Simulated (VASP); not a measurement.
Wanted: the native input for a VASP 6.6.1 run.

* Task: relaxation of cell and atoms
* Functional: PBE
* Potentials or basis: VASP PAW PBE potentials, release 64 (Zn, Si, N)
* Cutoff: 600 eV
* k mesh: 6 × 6 × 4
* Occupations: gaussian, width 0.1 eV
* Spin: no spin polarisation
* Dipole correction: no
* Further INCAR settings: ALGO = Normal; EDIFF = 1e-06; IBRION = 2; EDIFFG = -0.04; NSW = 90; ISIF = 3

The structure of ZnSi3N lies in POSCAR:

```
ZnSi3N
1.0
    4.2931146800      0.0000000000      0.0000000000
   -2.1465573400      3.7179463700      0.0000000000
    0.0000000000      0.0000000000      5.3942837000
Zn Si N
1 3 1
Direct
    0.6666666700      0.3333333300      0.0000000000
    0.3333333300      0.6666666700      0.5000000000
    0.3333333300      0.6666666700      0.0000000000
    0.0000000000      0.0000000000      0.5000000000
    0.6666666700      0.3333333300      0.5000000000
```

The cell was generated, and may not be a known phase.

These files were run (other wordings do the same):

INCAR

```
SYSTEM = ZnSi3N
  PREC = Accurate
  ENCUT = 600
  EDIFF = 1E-6
  ISMEAR = 0
  SIGMA = 0.1
  LREAL = .False.
  LASPH = .True.
  NELM = 60
  ALGO = Normal
  ISIF = 3
  LWAVE = .False.
  LCHARG = .False.
  GGA = PE
  IBRION = 2
  NSW = 90
  EDIFFG = -0.04
```

KPOINTS

```
Automatic mesh
0
Gamma
  6 6 4
  0 0 0
```

Potentials or basis: VASP PAW PBE potentials, release 64 (Zn, Si, N).

Run with:

```bash
$ cat potpaw_PBE.64/Zn/POTCAR potpaw_PBE.64/Si/POTCAR potpaw_PBE.64/N/POTCAR > POTCAR
$ mpirun -np 1 vasp_std > vasp.out
```

Results of the run:

```
Relaxed volume                        : 14.86 Å³/atom
Relaxed cell                          : a = 4.215 Å, b = 4.215 Å, c = 4.829 Å, α = 90.00°, β = 90.00°, γ = 120.00°
Space group after relaxing (to 0.1 Å) : P-6m2 (No. 187)
Energy gained by relaxing             : 71.1 meV/atom
Ionic steps                           : 11
Pressure after relaxing               : 0.0 GPa
Band gap on the k mesh                : zero (an odd number of electrons rules out a gap without spin polarisation)
```

Caveat: an odd number of electrons without spin polarisation forces a metal; a magnetic or distorted state may lie lower.

It took 3.1 min on 1 thread of Intel(R) Xeon(R) 6975P-C (Granite Rapids) (shared host), peak memory 0.27 GiB.
